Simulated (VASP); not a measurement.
# ZnS (P6_3mc) in VASP: notebook

ZnS is run at these levels: PBE; tasks: single point.

Everything below comes from runs of VASP 6.6.1. Logs are shortened: lines on timing, memory, paths and dates and some standing lists are left out, and cuts for length are marked.

## (1) The cell of the first run

Symmetry: P6_3mc, No. 186, hexagonal system. Conventional cell: a = 3.807 Å, b = 3.807 Å, c = 6.305 Å, α = 90.00°, β = 90.00°, γ = 120.00°. Within 3.1 Å of Zn (site symmetry 3m) lie 4 S at 2.34 to 2.36 Å. Within 3.1 Å of S (site symmetry 3m) lie 4 Zn at 2.34 to 2.36 Å.

## (2) Single point, PBE (strain -0.0100 x Voigt [1, 1, 0, 0, 0, 0])

INCAR reads:

```
SYSTEM = ZnS
ALGO = Normal
EDIFF = 1E-6
ENCUT = 520
GGA = PE
ISIF = 2
ISMEAR = 0
LASPH = .True.
LCHARG = .True.
LELF = .True.
LREAL = .False.
LVHAR = .True.
LWAVE = .False.
NBANDS = 26
NELM = 100
PREC = Accurate
SIGMA = 0.05
```

KPOINTS reads:

```
k-points
0
Gamma
  12 12 4
  0 0 0
```

POSCAR reads:

```
ZnS
1.0
    3.8070380590      0.0000000000      0.0000000000
   -1.9035190295      3.2969916723      0.0000000000
    0.0000000000      0.0000000000      6.3053333047
Zn S
2 2
Direct
    0.3333333333      0.6666666667      0.0052197899
    0.6666666667      0.3333333333      0.5052197899
    0.3333333333      0.6666666667      0.3797802101
    0.6666666667      0.3333333333      0.8797802101
```

Potentials or basis: VASP PAW PBE potentials, release 64 (Zn, S).

Started as:

```console
$ cat potpaw_PBE.64/Zn/POTCAR potpaw_PBE.64/S/POTCAR > POTCAR
$ mpirun -np 1 vasp_std > vasp.out
```

OUTCAR:

```text
SYSTEM = ZnS
   EDIFF = 1E-6
   ENCUT = 520
   GGA = PE
   ISIF = 2
   ISMEAR = 0
   LASPH = .True.
   LREAL = .False.
   NELM = 100
   PREC = Accurate

 ion  position               nearest neighbor table
   1  0.333  0.667  0.005-   4 2.34   4 2.34   4 2.34   3 2.36
   2  0.667  0.333  0.505-   3 2.34   3 2.34   3 2.34   4 2.36
   3  0.333  0.667  0.380-   2 2.34   2 2.34   2 2.34   1 2.36
   4  0.667  0.333  0.880-   1 2.34   1 2.34   1 2.34   2 2.36

  LATTYP: Found a hexagonal cell.
 ALAT       =     3.8070380590
 C/A-ratio  =     1.6562306988

  Lattice vectors:

 A1 = (   3.8070380590,   0.0000000000,   0.0000000000)
 A2 = (  -1.9035190295,   3.2969916723,   0.0000000000)
 A3 = (   0.0000000000,   0.0000000000,   6.3053333047)

Analysis of symmetry for initial positions (statically):
=====================================================================
 Subroutine PRICEL returns:
 Original cell was already a primitive cell.

 Routine SETGRP: Setting up the symmetry group for a
 hexagonal supercell.

 Subroutine GETGRP returns: Found 12 space group operations
 (whereof  6 operations were pure point group operations)
 out of a pool of 24 trial point group operations.

The static configuration has the point symmetry C_3v.
 The point group associated with its full space group is C_6v.

Analysis of symmetry for dynamics (positions and initial velocities):
=====================================================================
 Subroutine PRICEL returns:
 Original cell was already a primitive cell.

 Routine SETGRP: Setting up the symmetry group for a
 hexagonal supercell.

 Subroutine GETGRP returns: Found 12 space group operations
 (whereof  6 operations were pure point group operations)
 out of a pool of 24 trial point group operations.

The dynamic configuration has the point symmetry C_3v.
 The point group associated with its full space group is C_6v.

 Subroutine INISYM returns: Found 12 space group operations
 (whereof  6 operations are pure point group operations),
 and found     1 'primitive' translations

----------------------------------------------------------------------------------------

                                     Primitive cell

  volume of cell :      79.1431

  direct lattice vectors                    reciprocal lattice vectors
     3.807038059  0.000000000  0.000000000     0.262671396  0.151653401  0.000000000
    -1.903519029  3.296991672  0.000000000     0.000000000  0.303306802  0.000000000
     0.000000000  0.000000000  6.305333305     0.000000000  0.000000000  0.158595898

  length of vectors
     3.807038059  3.807038059  6.305333305     0.303306802  0.303306802  0.158595898

  position of ions in fractional coordinates (direct lattice)
     0.333333333  0.666666667  0.005219790
     0.666666667  0.333333333  0.505219790
     0.333333333  0.666666667  0.379780210
     0.666666667  0.333333333  0.879780210

  ion indices of the primitive-cell ions
   primitive index   ion index
                 1           1
                 2           2
                 3           3
                 4           4

----------------------------------------------------------------------------------------

 KPOINTS: k-points

Automatic generation of k-mesh.
 Grid dimensions read from file:
 generate k-points for:   12   12    4

 Generating k-lattice:

  Cartesian coordinates                     Fractional coordinates (reciprocal lattice)
     0.021889283  0.012637783  0.000000000     0.083333333  0.000000000  0.000000000
     0.000000000  0.025275567  0.000000000     0.000000000  0.083333333  0.000000000
     0.000000000  0.000000000  0.039648975     0.000000000  0.000000000  0.250000000

  Length of vectors
     0.025275567  0.025275567  0.039648975

  Shift w.r.t. Gamma in fractional coordinates (k-lattice)
     0.000000000  0.000000000  0.000000000

 Subroutine IBZKPT returns following result:
 ===========================================

 Found     57 irreducible k-points:

 Following reciprocal coordinates:
            Coordinates               Weight
  0.000000  0.000000  0.000000      1.000000
  0.083333  0.000000  0.000000      6.000000
  0.166667  0.000000  0.000000      6.000000
  0.250000  0.000000  0.000000      6.000000
  0.333333  0.000000  0.000000      6.000000
  0.416667  0.000000  0.000000      6.000000
[... 16 lines left out ...]
  0.250000  0.000000  0.250000     12.000000
  0.333333  0.000000  0.250000     12.000000
 [... further k-points ...]
   k-points           NKPTS =     57   k-points in BZ     NKDIM =     57   number of bands    NBANDS=     26
   number of dos      NEDOS =    301   number of ions     NIONS =      4
   total plane-waves  NPLWV =  37632
   dimension x,y,z NGX =    28 NGY =   28 NGZ =   48
   dimension x,y,z NGXF=    56 NGYF=   56 NGZF=   96
   ions per type =               2   2
   NGX,Y,Z   is equivalent  to a cutoff of  12.23, 12.23, 12.66 a.u.
   NGXF,Y,Z  is equivalent  to a cutoff of  24.45, 24.45, 25.31 a.u.
 SYSTEM =  ZnS
   PREC   = accura    normal or accurate (medium, high low for compatibility)
   ISTART =      0    job   : 0-new  1-cont  2-samecut
   ICHARG =      2    charge: 1-file 2-atom 10-const
   ISPIN  =      1    spin polarized calculation?
   LNONCOLLINEAR =      F non collinear calculations
   LSORBIT =      F    spin-orbit coupling
   LASPH  =      T    aspherical Exc in radial PAW
   ENCUT  =  520.0 eV  38.22 Ry    6.18 a.u.   7.08  7.08 11.72*2*pi/ulx,y,z
   NELM   =    100;   NELMIN=  2; NELMDL= -5     # of ELM steps
   EDIFF  = 0.1E-05   stopping-criterion for ELM
   LREAL  =      F    real-space projection
   EDIFFG = 0.1E-04   stopping-criterion for IOM
   NSW    =      0    number of steps for IOM
   IBRION =     -1    ionic relax: 0-MD 1-quasi-New 2-CG
   NFREE  =      0    steps in history (QN), initial steepest desc. (CG)
   ISIF   =      2    stress and relaxation
   ISYM   =      2    0-nonsym 1-usesym 2-fastsym
   POTIM  = 0.5000    time-step for ionic-motion
   TEBEG  =    0.0;   TEEND  =   0.0 temperature during run
   PSTRESS=    0.0 pullay stress
   NELECT =      36.0000    total number of electrons
   NUPDOWN=      -1.0000    fix difference up-down
   EMIN   =  10.00;   EMAX   =-10.00  energy-range for DOS
   EFERMI =   0.00;   METHOD = LEGACY
   ISMEAR =     0;   SIGMA  =   0.05  broadening in eV -4-tet -1-fermi 0-gaus
   EFERMI_NEDOS =   21; number of points for ismear=-14 and -15
   IALGO  =     38    algorithm
   IMIX   =      4    mixing-type and parameters
     AMIX     =   0.40;   BMIX     =  1.00
     AMIX_MAG =   1.60;   BMIX_MAG =  1.00
  volume/ion in A,a.u.               =      19.79       133.52
  Fermi-wavevector in a.u.,A,eV,Ry     =   1.259035  2.379232 21.567551  1.585170
  Thomas-Fermi vector in A             =   2.392615
   LORBIT       =      0    0 simple, 1 ext, 2 COOP (PROOUT), +10 PAW based schemes
   GGA     = PE    functional components
   LHFCALC =     F    Hartree Fock is set to
   AEXX    =    0.0000 exact exchange contribution
   IVDW    =     0    specifies the selected vdW correction
   LEPSILON=     F    determine dielectric tensor
   LRPA    =     F    only Hartree local field effects (RPA)
 non-spin polarized calculation
 Gauss-broadening in eV      SIGMA  =   0.05
  energy-cutoff  :      520.00
  volume of cell :       79.14
 maximum number of plane-waves:      2146
   NGX = 15   NGY = 15   NGZ = 23

 number of electron      35.9999976 magnetization

 Free energy of the ion-electron system (eV)
  ---------------------------------------------------
  ext. energy  EPLUGINS =         0.00000000
  ---------------------------------------------------
  free energy    TOTEN  =       -13.68266336 eV

  energy without entropy =      -13.68266336  energy(sigma->0) =      -13.68266336

 E-fermi :   2.3662     XC(G=0):  -9.6106

 val. band max:        2.1087348319   @ k =   0.0000   0.0000   0.0000
 cond. band min:       4.2586890884   @ k =   0.0000   0.0000   0.0000
 fundamental gap:      2.1499542564
 Fermi energy:         2.3661684324

 k-point     1 :       0.0000    0.0000    0.0000
  band No.  band energies     occupation
      1     -11.0476      2.00000
      2     -10.1453      2.00000
      3      -4.2309      2.00000
      4      -4.2264      2.00000
      5      -4.2264      2.00000
      6      -4.1480      2.00000
[... 18 lines left out ...]
     25       9.7985      0.00000
     26      11.2567      0.00000

 k-point     2 :       0.0833    0.0000    0.0000
  band No.  band energies     occupation
      1     -11.0002      2.00000
      2     -10.1178      2.00000
      3      -4.2322      2.00000
      4      -4.2188      2.00000
      5      -4.2167      2.00000
      6      -4.1433      2.00000
[... 18 lines left out ...]
     25      10.0127      0.00000
     26      10.9805      0.00000

 k-point     3 :       0.1667    0.0000    0.0000
  band No.  band energies     occupation
      1     -10.8647      2.00000
      2     -10.0430      2.00000
      3      -4.2382      2.00000
      4      -4.1956      2.00000
      5      -4.1916      2.00000
      6      -4.1231      2.00000
[... 18 lines left out ...]
     25      10.3637      0.00000
     26      10.6045      0.00000

 k-point     4 :       0.2500    0.0000    0.0000
  band No.  band energies     occupation
      1     -10.6614      2.00000
      2      -9.9444      2.00000
      3      -4.2380      2.00000
      4      -4.1708      2.00000
      5      -4.1614      2.00000
      6      -4.0734      2.00000
[... 18 lines left out ...]
     25      10.6206      0.00000
     26      10.8783      0.00000
[... 496 lines left out ...]
      1     -10.7581      2.00000
      2     -10.1793      2.00000
      3      -4.2476      2.00000
      4      -4.1899      2.00000
      5      -4.1805      2.00000
      6      -4.1412      2.00000
[... 18 lines left out ...]
     25      10.2422      0.00000
     26      10.4272      0.00000

 k-point    23 :       0.2500    0.0000    0.2500
  band No.  band energies     occupation
      1     -10.5655      2.00000
      2     -10.0594      2.00000
      3      -4.2483      2.00000
      4      -4.1790      2.00000
      5      -4.1462      2.00000
      6      -4.0867      2.00000
[... 18 lines left out ...]
     25      10.5288      0.00000
     26      11.0421      0.00000

 k-point    24 :       0.3333    0.0000    0.2500
  band No.  band energies     occupation
      1     -10.3470      2.00000
      2      -9.9438      2.00000
      3      -4.2383      2.00000
      4      -4.1617      2.00000
      5      -4.1168      2.00000
      6      -4.0106      2.00000
[... 18 lines left out ...]
     25      10.8699      0.00000
     26      11.9003      0.00000

 [... further k-points ...]
[... 5 lines left out ...]
  --------------------------------------------------------------------------------------
  -------------------------------------------------------------------------------------
  Total        1.0152962      1.0152962      0.3384095     -0.0000000      0.0000000      0.0000000
  in kB       20.5537095     20.5537095      6.8507801     -0.0000000      0.0000000      0.0000000
  external PRESSURE =      15.9860664 kB  Pullay stress =       0.0000000 kB

 VOLUME and BASIS-vectors are now :
 -----------------------------------------------------------------------------
  energy-cutoff  :      520.00
  volume of cell :       79.14
      direct lattice vectors                 reciprocal lattice vectors
     3.807038059  0.000000000  0.000000000     0.262671396  0.151653401  0.000000000
    -1.903519029  3.296991672  0.000000000     0.000000000  0.303306802  0.000000000
     0.000000000  0.000000000  6.305333305     0.000000000  0.000000000  0.158595898

 POSITION                                       TOTAL-FORCE (eV/Angst)
 -----------------------------------------------------------------------------------
     -0.00000      2.19799      0.03291        -0.000000      0.000000      0.067811
      1.90352      1.09900      3.18558         0.000000     -0.000000      0.067811
     -0.00000      2.19799      2.39464        -0.000000      0.000000     -0.067811
      1.90352      1.09900      5.54731        -0.000000      0.000000     -0.067811
 -----------------------------------------------------------------------------------
    total drift:                               -0.000000     -0.000000     -0.000053

  FREE ENERGIE OF THE ION-ELECTRON SYSTEM (eV)
  ---------------------------------------------------
  free  energy   TOTEN  =       -13.6826633610 eV

  energy  without entropy=      -13.6826633610  energy(sigma->0) =      -13.68266336
```

Run time: 76 s. Hardware: 1 thread of Intel Xeon Platinum 8259CL at 2.50GHz (Skylake/Cascade Lake), shared host; peak memory 0.24 GiB.

What came out:

* Free energy: -13.6827 eV
* Pressure: 1.6 GPa
* Largest force: 0.068 eV/Å
* Band gap on the k mesh: 2.15 eV, direct

Forces on the atoms (eV/Å):
```
Zn   0.000  0.000  0.068
Zn   0.000  0.000  0.068
S    0.000  0.000 -0.068
S    0.000  0.000 -0.068
```

Caveat: the cell differs from its parent crystal (strain -0.0100 x Voigt [1, 1, 0, 0, 0, 0]).

(Continued in part 2 of 2.)
